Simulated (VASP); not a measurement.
# TaN (P-6m2) in VASP: a series of runs

Aim: see how the results for TaN move with the level of theory and the settings. Levels: r2SCAN, PBE+D3(BJ), PBE. Tasks: single point, relaxation of cell and atoms.

All numbers are computed with VASP 6.6.1; they aren't measurements. Logs are shortened: lines on timing, memory, paths and dates and some standing lists are left out, and cuts for length are marked.

## Step 1: The cell of the first run

It takes space group P-6m2 (No. 187, hexagonal). The conventional cell has a = 2.950 Å, b = 2.950 Å, c = 2.898 Å, α = 90.00°, β = 90.00°, γ = 120.00°. Within 3.0 Å of Ta (site symmetry -6m2) lie 6 N at 2.24 Å and 8 Ta at 2.90 to 2.95 Å. Within 3.0 Å of N (site symmetry -6m2) lie 6 Ta at 2.24 Å and 8 N at 2.90 to 2.95 Å.

## Step 2: Single point, r2SCAN

Input file POSCAR:

```
TaN
1.0
    2.9501846799      0.0000000000      0.0000000000
   -1.4750923399      2.5549348786      0.0000000000
    0.0000000000      0.0000000000      2.8977716016
Ta N
1 1
Direct
    0.3333333333      0.6666666667      0.5000000000
    0.0000000000      0.0000000000      0.0000000000
```

Input file INCAR.step1:

```
SYSTEM = TaN
PREC = Accurate
ENCUT = 660
ISMEAR = 0
SIGMA = 0.1
LREAL = .False.
LASPH = .True.
NELM = 120
NBANDS = 16
GGA = PE
ALGO = Normal
EDIFF = 1E-5
LWAVE = .True.
LCHARG = .False.
GGA_COMPAT = .False.
```

Input file INCAR.step2:

```
SYSTEM = TaN
PREC = Accurate
ENCUT = 660
EDIFF = 1E-6
ISMEAR = 0
SIGMA = 0.1
LREAL = .False.
LASPH = .True.
NELM = 120
ALGO = Normal
ISIF = 2
LWAVE = .False.
LCHARG = .False.
METAGGA = R2SCAN
LMIXTAU = .True.
NBANDS = 16
ISTART = 1
GGA_COMPAT = .False.
```

Input file KPOINTS:

```
Automatic mesh
0
Gamma
  18 18 14
  0 0 0
```

Potentials or basis: VASP PAW PBE potentials, release 64 (Ta_sv_GW, N).

Launch:

```console
cat potpaw_PBE.64/Ta_sv_GW/POTCAR potpaw_PBE.64/N/POTCAR > POTCAR
cp INCAR.step1 INCAR
mpirun -np 1 vasp_std > vasp.out
cp INCAR.step2 INCAR
mpirun -np 1 vasp_std > vasp.out
```

OUTCAR:

```text
SYSTEM = TaN
   PREC = Accurate
   ENCUT = 660
   EDIFF = 1E-6
   ISMEAR = 0
   LREAL = .False.
   LASPH = .True.
   NELM = 120
   ISIF = 2
   METAGGA = R2SCAN
   ISTART = 1

 ion  position               nearest neighbor table
   1  0.333  0.667  0.500-   2 2.24   2 2.24   2 2.24   2 2.24   2 2.24   2 2.24
   2  0.000  0.000  0.000-   1 2.24   1 2.24   1 2.24   1 2.24   1 2.24   1 2.24

  LATTYP: Found a hexagonal cell.
 ALAT       =     2.9501846799
 C/A-ratio  =     0.9822339670

  Lattice vectors:

 A1 = (   2.9501846799,   0.0000000000,   0.0000000000)
 A2 = (  -1.4750923399,   2.5549348786,   0.0000000000)
 A3 = (   0.0000000000,   0.0000000000,   2.8977716016)

Analysis of symmetry for initial positions (statically):
=====================================================================
 Subroutine PRICEL returns:
 Original cell was already a primitive cell.

 Routine SETGRP: Setting up the symmetry group for a
 hexagonal supercell.

 Subroutine GETGRP returns: Found 12 space group operations
 (whereof 12 operations were pure point group operations)
 out of a pool of 24 trial point group operations.

The static configuration has the point symmetry D_3h.

Analysis of symmetry for dynamics (positions and initial velocities):
=====================================================================
 Subroutine PRICEL returns:
 Original cell was already a primitive cell.

 Routine SETGRP: Setting up the symmetry group for a
 hexagonal supercell.

 Subroutine GETGRP returns: Found 12 space group operations
 (whereof 12 operations were pure point group operations)
 out of a pool of 24 trial point group operations.

The dynamic configuration has the point symmetry D_3h.

 Subroutine INISYM returns: Found 12 space group operations
 (whereof 12 operations are pure point group operations),
 and found     1 'primitive' translations

----------------------------------------------------------------------------------------

                                     Primitive cell

  volume of cell :      21.8420

  direct lattice vectors                    reciprocal lattice vectors
     2.950184680  0.000000000  0.000000000     0.338961831  0.195699704  0.000000000
    -1.475092340  2.554934879  0.000000000     0.000000000  0.391399408  0.000000000
     0.000000000  0.000000000  2.897771602     0.000000000  0.000000000  0.345092760

  length of vectors
     2.950184680  2.950184680  2.897771602     0.391399408  0.391399408  0.345092760

  position of ions in fractional coordinates (direct lattice)
     0.333333333  0.666666667  0.500000000
     0.000000000  0.000000000  0.000000000

  ion indices of the primitive-cell ions
   primitive index   ion index
                 1           1
                 2           2

----------------------------------------------------------------------------------------

 KPOINTS: Automatic mesh

Automatic generation of k-mesh.
 Grid dimensions read from file:
 generate k-points for:   18   18   14

 Generating k-lattice:

  Cartesian coordinates                     Fractional coordinates (reciprocal lattice)
     0.018831213  0.010872206  0.000000000     0.055555556  0.000000000  0.000000000
     0.000000000  0.021744412  0.000000000     0.000000000  0.055555556  0.000000000
     0.000000000  0.000000000  0.024649483     0.000000000  0.000000000  0.071428571

  Length of vectors
     0.021744412  0.021744412  0.024649483

  Shift w.r.t. Gamma in fractional coordinates (k-lattice)
     0.000000000  0.000000000  0.000000000

 Subroutine IBZKPT returns following result:
 ===========================================

 Found    296 irreducible k-points:

 Following reciprocal coordinates:
            Coordinates               Weight
  0.000000  0.000000  0.000000      1.000000
  0.055556  0.000000  0.000000      6.000000
  0.111111  0.000000  0.000000      6.000000
  0.166667 -0.000000  0.000000      6.000000
  0.222222 -0.000000  0.000000      6.000000
  0.277778 -0.000000  0.000000      6.000000
[... 16 lines left out ...]
  0.333333  0.111111  0.000000     12.000000
  0.388889  0.111111  0.000000     12.000000
 [... further k-points ...]
   k-points           NKPTS =    296   k-points in BZ     NKDIM =    296   number of bands    NBANDS=     16
   number of dos      NEDOS =    301   number of ions     NIONS =      2
   total plane-waves  NPLWV =  18816
   dimension x,y,z NGX =    28 NGY =   28 NGZ =   24
   dimension x,y,z NGXF=    56 NGYF=   56 NGZF=   48
   ions per type =               1   1
   NGX,Y,Z   is equivalent  to a cutoff of  15.78, 15.78, 13.77 a.u.
   NGXF,Y,Z  is equivalent  to a cutoff of  31.56, 31.56, 27.54 a.u.
 SYSTEM =  TaN
   PREC   = accura    normal or accurate (medium, high low for compatibility)
   ISTART =      1    job   : 0-new  1-cont  2-samecut
   ICHARG =      0    charge: 1-file 2-atom 10-const
   ISPIN  =      1    spin polarized calculation?
   LNONCOLLINEAR =      F non collinear calculations
   LSORBIT =      F    spin-orbit coupling
   LASPH  =      T    aspherical Exc in radial PAW
   ENCUT  =  660.0 eV  48.51 Ry    6.96 a.u.   6.18  6.18  6.07*2*pi/ulx,y,z
   NELM   =    120;   NELMIN=  2; NELMDL=  0     # of ELM steps
   EDIFF  = 0.1E-05   stopping-criterion for ELM
   LREAL  =      F    real-space projection
   EDIFFG = 0.1E-04   stopping-criterion for IOM
   NSW    =      0    number of steps for IOM
   IBRION =     -1    ionic relax: 0-MD 1-quasi-New 2-CG
   NFREE  =      0    steps in history (QN), initial steepest desc. (CG)
   ISIF   =      2    stress and relaxation
   ISYM   =      2    0-nonsym 1-usesym 2-fastsym
   POTIM  = 0.5000    time-step for ionic-motion
   TEBEG  =    0.0;   TEEND  =   0.0 temperature during run
   PSTRESS=    0.0 pullay stress
   NELECT =      18.0000    total number of electrons
   NUPDOWN=      -1.0000    fix difference up-down
   EMIN   =  10.00;   EMAX   =-10.00  energy-range for DOS
   EFERMI =   0.00;   METHOD = LEGACY
   ISMEAR =     0;   SIGMA  =   0.10  broadening in eV -4-tet -1-fermi 0-gaus
   EFERMI_NEDOS =   21; number of points for ismear=-14 and -15
   IALGO  =     38    algorithm
   IMIX   =      4    mixing-type and parameters
     AMIX     =   0.40;   BMIX     =  1.00
     AMIX_MAG =   1.60;   BMIX_MAG =  1.00
  volume/ion in A,a.u.               =      10.92        73.70
  Fermi-wavevector in a.u.,A,eV,Ry     =   1.534857  2.900459 32.052417  2.355786
  Thomas-Fermi vector in A             =   2.641727
   LORBIT       =      0    0 simple, 1 ext, 2 COOP (PROOUT), +10 PAW based schemes
   METAGGA = R2SCAN    functional components
   LHFCALC =     F    Hartree Fock is set to
   AEXX    =    0.0000 exact exchange contribution
   IVDW    =     0    specifies the selected vdW correction
   LEPSILON=     F    determine dielectric tensor
   LRPA    =     F    only Hartree local field effects (RPA)
 non-spin polarized calculation
 Gauss-broadening in eV      SIGMA  =   0.10
  energy-cutoff  :      660.00
  volume of cell :       21.84
 maximum number of plane-waves:       858
 NGX is ok and might be reduce to    28
   NGX = 13   NGY = 13   NGZ = 13

 number of electron      17.9999998 magnetization

 Free energy of the ion-electron system (eV)
  ---------------------------------------------------
  ext. energy  EPLUGINS =         0.00000000
  ---------------------------------------------------
  free energy    TOTEN  =       -62.95538791 eV

  energy without entropy =      -62.95513742  energy(sigma->0) =      -62.95526266

 E-fermi :  12.2239     XC(G=0): -14.5587

 val. band max:       12.1959280184   @ k =   0.0000   0.0000   0.4286
 cond. band min:      12.2448652294   @ k =   0.3333   0.3333   0.0000
 fundamental gap:      0.0489372110
 Fermi energy:        12.2239386640

 k-point     1 :       0.0000    0.0000    0.0000
  band No.  band energies     occupation
      1     -58.4167      2.00000
      2     -23.9663      2.00000
      3     -23.7120      2.00000
      4     -23.7120      2.00000
      5      -6.4696      2.00000
      6       7.4630      2.00000
[... 8 lines left out ...]
     15      25.8790      0.00000
     16      29.0737      0.00000

 k-point     2 :       0.0556    0.0000    0.0000
  band No.  band energies     occupation
      1     -58.4144      2.00000
      2     -23.9621      2.00000
      3     -23.7453      2.00000
      4     -23.7191      2.00000
      5      -6.4069      2.00000
      6       7.2622      2.00000
[... 8 lines left out ...]
     15      25.8725      0.00000
     16      29.2042      0.00000

 k-point     3 :       0.1111    0.0000    0.0000
  band No.  band energies     occupation
      1     -58.4078      2.00000
      2     -23.9501      2.00000
      3     -23.8401      2.00000
      4     -23.7394      2.00000
      5      -6.2258      2.00000
      6       6.7654      2.00000
[... 8 lines left out ...]
     15      25.8517      0.00000
     16      29.5836      0.00000

 k-point     4 :       0.1667   -0.0000    0.0000
  band No.  band energies     occupation
      1     -58.3977      2.00000
      2     -23.9825      2.00000
      3     -23.9317      2.00000
      4     -23.7704      2.00000
      5      -5.9461      2.00000
      6       6.1311      2.00000
[... 8 lines left out ...]
     15      25.8497      0.00000
     16      30.1772      0.00000
[... 324 lines left out ...]
 k-point    22 :       0.2778    0.1111    0.0000
  band No.  band energies     occupation
      1     -58.3561      2.00000
      2     -24.4865      2.00000
      3     -23.9469      2.00000
      4     -23.8559      2.00000
      5      -4.7425      2.00000
      6       4.4070      2.00000
[... 8 lines left out ...]
     15      26.4672      0.00000
     16      28.6544      0.00000

 k-point    23 :       0.3333    0.1111    0.0000
  band No.  band energies     occupation
      1     -58.3465      2.00000
      2     -24.5978      2.00000
      3     -23.9861      2.00000
      4     -23.8383      2.00000
      5      -4.4459      2.00000
      6       4.0939      2.00000
[... 8 lines left out ...]
     15      25.8869      0.00000
     16      28.3750      0.00000

 k-point    24 :       0.3889    0.1111    0.0000
  band No.  band energies     occupation
      1     -58.3402      2.00000
      2     -24.6695      2.00000
      3     -24.0115      2.00000
      4     -23.8267      2.00000
      5      -4.2467      2.00000
      6       3.9011      2.00000
[... 8 lines left out ...]
     15      24.8613      0.00000
     16      28.6964      0.00000

 [... further k-points ...]
[... 5 lines left out ...]
  --------------------------------------------------------------------------------------
  -------------------------------------------------------------------------------------
  Total       -0.6745414     -0.6745414     -0.7129848     -0.0000000      0.0000000      0.0000000
  in kB      -49.4795800    -49.4795800    -52.2995135     -0.0000000      0.0000000      0.0000000
  external PRESSURE =     -50.4195579 kB  Pullay stress =       0.0000000 kB

 VOLUME and BASIS-vectors are now :
 -----------------------------------------------------------------------------
  energy-cutoff  :      660.00
  volume of cell :       21.84
      direct lattice vectors                 reciprocal lattice vectors
     2.950184680  0.000000000  0.000000000     0.338961831  0.195699704  0.000000000
    -1.475092340  2.554934879  0.000000000     0.000000000  0.391399408  0.000000000
     0.000000000  0.000000000  2.897771602     0.000000000  0.000000000  0.345092760

 POSITION                                       TOTAL-FORCE (eV/Angst)
 -----------------------------------------------------------------------------------
     -0.00000      1.70329      1.44889         0.000000      0.000000      0.000000
      0.00000      0.00000      0.00000        -0.000000      0.000000      0.000000
 -----------------------------------------------------------------------------------
    total drift:                                0.000000     -0.000000     -0.000000

  FREE ENERGIE OF THE ION-ELECTRON SYSTEM (eV)
  ---------------------------------------------------
  free  energy   TOTEN  =       -62.9553879132 eV

  energy  without entropy=      -62.9551374165  energy(sigma->0) =      -62.95526266
```

Wall time 3.9 min (1 thread of Intel Xeon 6975P-C (Granite Rapids), shared host); peak memory 0.3 GiB.

Results:

- Free energy: -62.9554 eV
- Pressure: -5.0 GPa
- Band gap on the k mesh: zero (bands 9 and 10 overlap by 0.25 eV)

Stress tensor (GPa, compression positive):
```
-4.95  0.00  0.00
 0.00 -4.95  0.00
 0.00  0.00 -5.23
```

Caveat: the cell stands under tension; the PAW data sets were made with another functional, which shifts forces and pressure a little; spin-orbit coupling is left out, which moves the levels of the heavy elements.

## Step 3: Single point, PBE+D3(BJ)

This run uses another cell than the first one, of 10.12 Å³/atom.

Input file INCAR:

```
ALGO     = Normal         # electronic algorithm
EDIFF    = 1E-6           # SCF threshold, eV
ENCUT    = 600            # plane-wave cutoff, eV
GGA      = PE             # functional
GGA_COMPAT= F            
ISIF     = 2              # what is computed and relaxed
ISMEAR   = -1             # smearing method
IVDW     = 12             # dispersion correction
LASPH    = T              # aspherical terms in the spheres
LCHARG   = T              # write CHGCAR
LELF     = T              # ELF
LREAL    = F              # projectors in reciprocal space
LVHAR    = T            
LWAVE    = F              # write WAVECAR
NBANDS   = 15             # bands
NELM     = 120            # most SCF steps
PREC     = Accurate       # precision mode
SIGMA    = 0.15           # smearing width, eV
```

Input file KPOINTS:

```
k-points
0
Gamma
  18 18 14
```

Input file POSCAR:

```
TaN
1.0
    2.8724500424      0.0000000000      0.0000000000
   -1.4362250212      2.4876147078      0.0000000000
    0.0000000000      0.0000000000      2.8338515795
Ta N
1 1
Direct
    0.3333333333      0.6666666667      0.5000000000
    0.0000000000      0.0000000000      0.0000000000
```

Potentials or basis: VASP PAW PBE potentials, release 64 (Ta_pv, N).

Launch:

```console
cat potpaw_PBE.64/Ta_pv/POTCAR potpaw_PBE.64/N/POTCAR > POTCAR
mpirun -np 1 vasp_std > vasp.out
```

Wall time 97 s (1 thread of Intel Xeon 8259CL, shared host); peak memory 0.24 GiB.

The run converged. Its results:

```yaml
Free_energy: -23.2949 eV
Pressure: 22.8 GPa
Band_gap_on_the_k_mesh: zero (bands 8 and 9 overlap by 0.30 eV)
Dispersion_energy_per_atom: -0.496 eV
```

Stress tensor (GPa, compression positive):
```
22.68  0.00  0.00
 0.00 22.68  0.00
 0.00  0.00 23.02
```

Levels at points of the mesh, in eV from the Fermi level:
```tsv
k point	band 4	band 5	band 6	band 7	band 8	band 9	band 10	band 11	band 12	band 13
(0.00, 0.00, 0.00)	-18.30	-4.85	-4.85	-4.56	-3.07	2.69	3.81	3.81	4.32	4.32
(0.50, 0.00, 0.00)	-15.76	-8.67	-5.60	-3.79	-3.31	3.21	4.41	5.52	5.77	7.99
(0.00, 0.00, 0.50)	-15.30	-9.78	-3.98	-3.98	-0.15	-0.15	2.47	3.52	3.52	8.75
(0.50, 0.00, 0.50)	-16.23	-7.73	-6.48	-6.05	-0.29	4.58	5.85	6.54	7.65	11.04
```

Caveat: three body term missing; the cell stands under pressure; spin-orbit coupling is left out, which moves the levels of the heavy elements.

(Part 1 of 2 ends here.)
